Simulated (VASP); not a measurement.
# ZnGeSb2 (P-4m2) in VASP: single point with r2SCAN

Aim: the single point of ZnGeSb2 with r2SCAN.

Everything below comes from runs of VASP 6.6.1. Logs are shortened: lines on timing, memory, paths and dates and some standing lists are left out, and cuts for length are marked.

## 1. The cell of the first run

It takes space group P-4m2 (No. 115, tetragonal). The conventional cell has a = 4.329 Å, b = 4.329 Å, c = 6.077 Å, α = 90.00°, β = 90.00°, γ = 90.00°. Within 3.4 Å of Zn (site symmetry -4m2) lie 4 Sb at 2.61 Å. Sb (site symmetry 2mm) has 2 Zn at 2.61 Å and 2 Ge at 2.68 Å within 3.4 Å. Within 3.5 Å of Ge (site symmetry -4m2) lie 4 Sb at 2.68 Å.

## 2. Single point, r2SCAN

The input, POSCAR:

```
ZnGeSb2
1.0
    4.3293953794      0.0000000000      0.0000000000
    0.0000000000      4.3293953794      0.0000000000
    0.0000000000      0.0000000000      6.0774914130
Zn Sb Ge
1 2 1
Direct
    0.0000000000      0.0000000000      0.0000000000
    0.0000000000      0.5000000000      0.2389723063
    0.5000000000      0.0000000000      0.7610276937
    0.5000000000      0.5000000000      0.5000000000
```

The input, INCAR.step1:

```
SYSTEM = ZnGeSb2
  ALGO = Normal
  EDIFF = 1E-4
  ENCUT = 520
  GGA = PE
  ISMEAR = -1
  LASPH = .TRUE.
  LCHARG = .FALSE.
  LREAL = .FALSE.
  LWAVE = .TRUE.
  NBANDS = 26
  NELM = 80
  PREC = Accurate
  SIGMA = 0.02
```

The input, INCAR.step2:

```
SYSTEM = ZnGeSb2
  ALGO = Normal
  EDIFF = 1E-6
  ENCUT = 520
  ISIF = 2
  ISMEAR = -1
  ISTART = 1
  LASPH = .TRUE.
  LCHARG = .FALSE.
  LMIXTAU = .TRUE.
  LREAL = .FALSE.
  LWAVE = .FALSE.
  METAGGA = R2SCAN
  NBANDS = 26
  NELM = 80
  PREC = Accurate
  SIGMA = 0.02
```

The input, KPOINTS:

```
k-points
0
G
  4 4 4
  0 0 0
```

Potentials or basis: VASP PAW PBE potentials, release 64 (Zn, Sb, Ge_d).

On the command line:

```console
> cat potpaw_PBE.64/Zn/POTCAR potpaw_PBE.64/Sb/POTCAR potpaw_PBE.64/Ge_d/POTCAR > POTCAR
> cp INCAR.step1 INCAR
> mpirun -np 1 vasp_std > vasp.out
> cp INCAR.step2 INCAR
> mpirun -np 1 vasp_std > vasp.out
```

OUTCAR:

```text
SYSTEM = ZnGeSb2
   EDIFF = 1E-6
   ENCUT = 520
   ISIF = 2
   ISMEAR = -1
   ISTART = 1
   LASPH = .TRUE.
   LREAL = .FALSE.
   METAGGA = R2SCAN
   NELM = 80
   PREC = Accurate

 ion  position               nearest neighbor table
   1  0.000  0.000  0.000-   2 2.61   3 2.61   2 2.61   3 2.61
   2  0.000  0.500  0.239-   1 2.61   1 2.61   4 2.68   4 2.68
   3  0.500  0.000  0.761-   1 2.61   1 2.61   4 2.68   4 2.68
   4  0.500  0.500  0.500-   2 2.68   3 2.68   3 2.68   2 2.68

  LATTYP: Found a simple tetragonal cell.
 ALAT       =     4.3293953794
 C/A-ratio  =     1.4037737098

  Lattice vectors:

 A1 = (   4.3293953794,   0.0000000000,   0.0000000000)
 A2 = (   0.0000000000,   4.3293953794,   0.0000000000)
 A3 = (   0.0000000000,   0.0000000000,   6.0774914130)

Analysis of symmetry for initial positions (statically):
=====================================================================
 Subroutine PRICEL returns:
 Original cell was already a primitive cell.

 Routine SETGRP: Setting up the symmetry group for a
 simple tetragonal supercell.

 Subroutine GETGRP returns: Found  8 space group operations
 (whereof  8 operations were pure point group operations)
 out of a pool of 16 trial point group operations.

The static configuration has the point symmetry D_2d.

Analysis of symmetry for dynamics (positions and initial velocities):
=====================================================================
 Subroutine PRICEL returns:
 Original cell was already a primitive cell.

 Routine SETGRP: Setting up the symmetry group for a
 simple tetragonal supercell.

 Subroutine GETGRP returns: Found  8 space group operations
 (whereof  8 operations were pure point group operations)
 out of a pool of 16 trial point group operations.

The dynamic configuration has the point symmetry D_2d.

 Subroutine INISYM returns: Found  8 space group operations
 (whereof  8 operations are pure point group operations),
 and found     1 'primitive' translations

----------------------------------------------------------------------------------------

                                     Primitive cell

  volume of cell :     113.9145

  direct lattice vectors                    reciprocal lattice vectors
     4.329395379  0.000000000  0.000000000     0.230979135  0.000000000  0.000000000
     0.000000000  4.329395379  0.000000000     0.000000000  0.230979135  0.000000000
     0.000000000  0.000000000  6.077491413     0.000000000  0.000000000  0.164541573

  length of vectors
     4.329395379  4.329395379  6.077491413     0.230979135  0.230979135  0.164541573

  position of ions in fractional coordinates (direct lattice)
     0.000000000  0.000000000  0.000000000
     0.000000000  0.500000000  0.238972306
     0.500000000  0.000000000  0.761027694
     0.500000000  0.500000000  0.500000000

  ion indices of the primitive-cell ions
   primitive index   ion index
                 1           1
                 2           2
                 3           3
                 4           4

----------------------------------------------------------------------------------------

 KPOINTS: k-points

Automatic generation of k-mesh.
 Grid dimensions read from file:
 generate k-points for:    4    4    4

 Generating k-lattice:

  Cartesian coordinates                     Fractional coordinates (reciprocal lattice)
     0.057744784  0.000000000  0.000000000     0.250000000  0.000000000  0.000000000
     0.000000000  0.057744784  0.000000000     0.000000000  0.250000000  0.000000000
     0.000000000  0.000000000  0.041135393     0.000000000  0.000000000  0.250000000

  Length of vectors
     0.057744784  0.057744784  0.041135393

  Shift w.r.t. Gamma in fractional coordinates (k-lattice)
     0.000000000  0.000000000  0.000000000

 Subroutine IBZKPT returns following result:
 ===========================================

 Found     18 irreducible k-points:

 Following reciprocal coordinates:
            Coordinates               Weight
  0.000000  0.000000  0.000000      1.000000
  0.250000  0.000000  0.000000      4.000000
  0.500000  0.000000  0.000000      2.000000
  0.250000  0.250000  0.000000      4.000000
  0.500000  0.250000  0.000000      4.000000
  0.500000  0.500000  0.000000      1.000000
[... 10 lines left out ...]
  0.500000  0.250000  0.500000      4.000000
  0.500000  0.500000  0.500000      1.000000
   k-points           NKPTS =     18   k-points in BZ     NKDIM =     18   number of bands    NBANDS=     26
   number of dos      NEDOS =    301   number of ions     NIONS =      4
   total plane-waves  NPLWV =  49152
   dimension x,y,z NGX =    32 NGY =   32 NGZ =   48
   dimension x,y,z NGXF=    64 NGYF=   64 NGZF=   96
   ions per type =               1   2   1
   NGX,Y,Z   is equivalent  to a cutoff of  12.29, 12.29, 13.13 a.u.
   NGXF,Y,Z  is equivalent  to a cutoff of  24.58, 24.58, 26.26 a.u.
 SYSTEM =  ZnGeSb2
   PREC   = accura    normal or accurate (medium, high low for compatibility)
   ISTART =      1    job   : 0-new  1-cont  2-samecut
   ICHARG =      0    charge: 1-file 2-atom 10-const
   ISPIN  =      1    spin polarized calculation?
   LNONCOLLINEAR =      F non collinear calculations
   LSORBIT =      F    spin-orbit coupling
   LASPH  =      T    aspherical Exc in radial PAW
   ENCUT  =  520.0 eV  38.22 Ry    6.18 a.u.   8.05  8.05 11.30*2*pi/ulx,y,z
   NELM   =     80;   NELMIN=  2; NELMDL=  0     # of ELM steps
   EDIFF  = 0.1E-05   stopping-criterion for ELM
   LREAL  =      F    real-space projection
   EDIFFG = 0.1E-04   stopping-criterion for IOM
   NSW    =      0    number of steps for IOM
   IBRION =     -1    ionic relax: 0-MD 1-quasi-New 2-CG
   NFREE  =      0    steps in history (QN), initial steepest desc. (CG)
   ISIF   =      2    stress and relaxation
   ISYM   =      2    0-nonsym 1-usesym 2-fastsym
   POTIM  = 0.5000    time-step for ionic-motion
   TEBEG  =    0.0;   TEEND  =   0.0 temperature during run
   PSTRESS=    0.0 pullay stress
   NELECT =      36.0000    total number of electrons
   NUPDOWN=      -1.0000    fix difference up-down
   EMIN   =  10.00;   EMAX   =-10.00  energy-range for DOS
   EFERMI =   0.00;   METHOD = LEGACY
   ISMEAR =    -1;   SIGMA  =   0.02  broadening in eV -4-tet -1-fermi 0-gaus
   EFERMI_NEDOS =   21; number of points for ismear=-14 and -15
   IALGO  =     38    algorithm
   IMIX   =      4    mixing-type and parameters
     AMIX     =   0.40;   BMIX     =  1.00
     AMIX_MAG =   1.60;   BMIX_MAG =  1.00
  volume/ion in A,a.u.               =      28.48       192.18
  Fermi-wavevector in a.u.,A,eV,Ry     =   1.115106  2.107244 16.918311  1.243461
  Thomas-Fermi vector in A             =   2.251707
   LORBIT       =      0    0 simple, 1 ext, 2 COOP (PROOUT), +10 PAW based schemes
   METAGGA = R2SCAN    functional components
   LHFCALC =     F    Hartree Fock is set to
   AEXX    =    0.0000 exact exchange contribution
   IVDW    =     0    specifies the selected vdW correction
   LEPSILON=     F    determine dielectric tensor
   LRPA    =     F    only Hartree local field effects (RPA)
 non-spin polarized calculation
  energy-cutoff  :      520.00
  volume of cell :      113.91
 maximum number of plane-waves:      3112
   NGX = 17   NGY = 17   NGZ = 23

 number of electron      35.9999982 magnetization

 Free energy of the ion-electron system (eV)
  ---------------------------------------------------
  ext. energy  EPLUGINS =         0.00000000
  ---------------------------------------------------
  free energy    TOTEN  =       -74.22367719 eV

  energy without entropy =      -74.22211781  energy(sigma->0) =      -74.22289750

 E-fermi :   4.2413     XC(G=0):  -9.6784

 val. band max:        4.2186573469   @ k =   0.0000   0.0000   0.0000
 cond. band min:       4.4959765773   @ k =   0.0000   0.0000   0.0000
 fundamental gap:      0.2773192304
 Fermi energy:         4.2413364694

 k-point     1 :       0.0000    0.0000    0.0000
  band No.  band energies     occupation
      1     -21.3403      2.00000
      2     -21.3403      2.00000
      3     -21.3355      2.00000
      4     -21.3278      2.00000
      5     -21.3132      2.00000
      6      -7.9951      2.00000
[... 18 lines left out ...]
     25      10.6955      0.00000
     26      13.2432      0.00000

 k-point     2 :       0.2500    0.0000    0.0000
  band No.  band energies     occupation
      1     -21.3418      2.00000
      2     -21.3402      2.00000
      3     -21.3337      2.00000
      4     -21.3274      2.00000
      5     -21.3136      2.00000
      6      -7.5997      2.00000
[... 18 lines left out ...]
     25      11.5848      0.00000
     26      11.5887      0.00000

 k-point     3 :       0.5000    0.0000    0.0000
  band No.  band energies     occupation
      1     -21.3429      2.00000
      2     -21.3402      2.00000
      3     -21.3324      2.00000
      4     -21.3269      2.00000
      5     -21.3139      2.00000
      6      -6.9040      2.00000
[... 18 lines left out ...]
     25      10.3692      0.00000
     26      10.4168      0.00000

 k-point     4 :       0.2500    0.2500    0.0000
  band No.  band energies     occupation
      1     -21.3418      2.00000
      2     -21.3415      2.00000
      3     -21.3318      2.00000
      4     -21.3273      2.00000
      5     -21.3139      2.00000
      6      -7.1928      2.00000
[... 18 lines left out ...]
     25      10.1410      0.00000
     26      10.8902      0.00000

 k-point     5 :       0.5000    0.2500    0.0000
  band No.  band energies     occupation
      1     -21.3428      2.00000
      2     -21.3416      2.00000
      3     -21.3303      2.00000
      4     -21.3269      2.00000
      5     -21.3143      2.00000
      6      -6.4462      2.00000
[... 18 lines left out ...]
     25      11.1503      0.00000
     26      12.5295      0.00000

 k-point     6 :       0.5000    0.5000    0.0000
  band No.  band energies     occupation
      1     -21.3427      2.00000
      2     -21.3427      2.00000
      3     -21.3285      2.00000
      4     -21.3268      2.00000
      5     -21.3147      2.00000
      6      -5.3551      2.00000
[... 253 lines left out ...]
 k-point    15 :       0.5000    0.0000    0.5000
  band No.  band energies     occupation
      1     -21.3429      2.00000
      2     -21.3402      2.00000
      3     -21.3324      2.00000
      4     -21.3269      2.00000
      5     -21.3139      2.00000
      6      -6.8108      2.00000
[... 18 lines left out ...]
     25      11.1969      0.00000
     26      11.4252      0.00000

 k-point    16 :       0.2500    0.2500    0.5000
  band No.  band energies     occupation
      1     -21.3418      2.00000
      2     -21.3416      2.00000
      3     -21.3318      2.00000
      4     -21.3272      2.00000
      5     -21.3139      2.00000
      6      -6.8933      2.00000
[... 18 lines left out ...]
     25      10.4443      0.00000
     26      10.5586      0.00000

 k-point    17 :       0.5000    0.2500    0.5000
  band No.  band energies     occupation
      1     -21.3429      2.00000
      2     -21.3416      2.00000
      3     -21.3303      2.00000
      4     -21.3269      2.00000
      5     -21.3143      2.00000
      6      -6.3597      2.00000
[... 18 lines left out ...]
     25      11.0817      0.00000
     26      11.7097      0.00000

 k-point    18 :       0.5000    0.5000    0.5000
  band No.  band energies     occupation
      1     -21.3428      2.00000
      2     -21.3428      2.00000
      3     -21.3285      2.00000
      4     -21.3268      2.00000
      5     -21.3147      2.00000
      6      -5.3367      2.00000
[... 18 lines left out ...]
     25       9.8692      0.00000
     26      10.2115      0.00000

------------------------ aborting loop because EDIFF is reached ----------------------------------------

  FORCE on cell =-STRESS in cart. coord.  units (eV):
  Direction    XX          YY          ZZ          XY          YZ          ZX
  --------------------------------------------------------------------------------------
  -------------------------------------------------------------------------------------
  Total        0.3691638      0.3691638     -0.0538326      0.0000000      0.0000000     -0.0000000
  in kB        5.1921926      5.1921926     -0.7571412      0.0000000      0.0000000     -0.0000000
  external PRESSURE =       3.2090813 kB  Pullay stress =       0.0000000 kB

 VOLUME and BASIS-vectors are now :
 -----------------------------------------------------------------------------
  energy-cutoff  :      520.00
  volume of cell :      113.91
      direct lattice vectors                 reciprocal lattice vectors
     4.329395379  0.000000000  0.000000000     0.230979135  0.000000000  0.000000000
     0.000000000  4.329395379  0.000000000     0.000000000  0.230979135  0.000000000
     0.000000000  0.000000000  6.077491413     0.000000000  0.000000000  0.164541573

 POSITION                                       TOTAL-FORCE (eV/Angst)
 -----------------------------------------------------------------------------------
      0.00000      0.00000      0.00000         0.000000     -0.000000      0.000000
      0.00000      2.16470      1.45235         0.000000     -0.000000      0.018956
      2.16470      0.00000      4.62514        -0.000000     -0.000000     -0.018956
      2.16470      2.16470      3.03875         0.000000      0.000000      0.000000
 -----------------------------------------------------------------------------------
    total drift:                                0.000000      0.000000     -0.000000

  FREE ENERGIE OF THE ION-ELECTRON SYSTEM (eV)
  ---------------------------------------------------
  free  energy   TOTEN  =       -74.2236771867 eV

  energy  without entropy=      -74.2221178095  energy(sigma->0) =      -74.22289750
```

Wall time 2.3 min (1 thread of AMD EPYC 7R13 (Zen 3), shared host); peak memory 0.22 GiB.

What came out:

* Free energy: -74.2237 eV
* Pressure: 0.3 GPa
* Largest force: 0.019 eV/Å
* Band gap on the k mesh: zero (bands 18 and 19 overlap by 0.60 eV)

Forces on the atoms (eV/Å):
```
Zn   0.000  0.000  0.000
Sb   0.000  0.000  0.019
Sb   0.000  0.000 -0.019
Ge   0.000  0.000  0.000
```

Caveat: the k points lie up to 0.36 Å⁻¹ apart, too coarse for converged energies and pressures of a metal; the PAW data sets were made with another functional, which shifts forces and pressure a little; spin-orbit coupling is left out, which moves the levels of the heavy elements.

The gap in the log of VASP goes by the Fermi energy; the results here count the filled bands.